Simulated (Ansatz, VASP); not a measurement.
## One calculation of BaSi3, two programs

```
Ba Si
1.0
     4.49204    0.00000    0.00000
     0.00000    4.49204    0.00000
     0.00000    0.00000    4.49204
Ba Si
1 3
Direct
  0.00000 0.00000 0.00000
  0.00000 0.50000 0.50000
  0.50000 0.50000 0.00000
  0.50000 0.00000 0.50000
```

Alike in both runs: task single point; functional PBEsol; k mesh 8 × 8 × 8; occupations gaussian, width 0.05 eV; no spin polarisation.

|  | VASP | Ansatz |
| --- | --- | --- |
| version | VASP 6.6.1 | Ansatz 0.2.0 |
| potentials or method | VASP PAW PBE potentials, release 64 (Ba_sv, Si), cutoff 520 eV | scalar-relativistic, plane waves, PAW |
| valence electrons in the cell | 22 | 22 |

Ansatz gave:

* gap on the k mesh at the Fermi level (eV): none
* pressure (GPa): -2.8

Problem. What did VASP give for the same quantities?

Solution. gap on the k mesh at the Fermi level (eV): none; pressure (GPa): -1.9.

VASP's potentials were made for PBE, not for PBEsol. A gap of «none» marks a metal or a gap that the smearing closes. The functional is the same, so the differences come from potentials, cutoffs and numerics.

Spin-orbit coupling is off throughout.
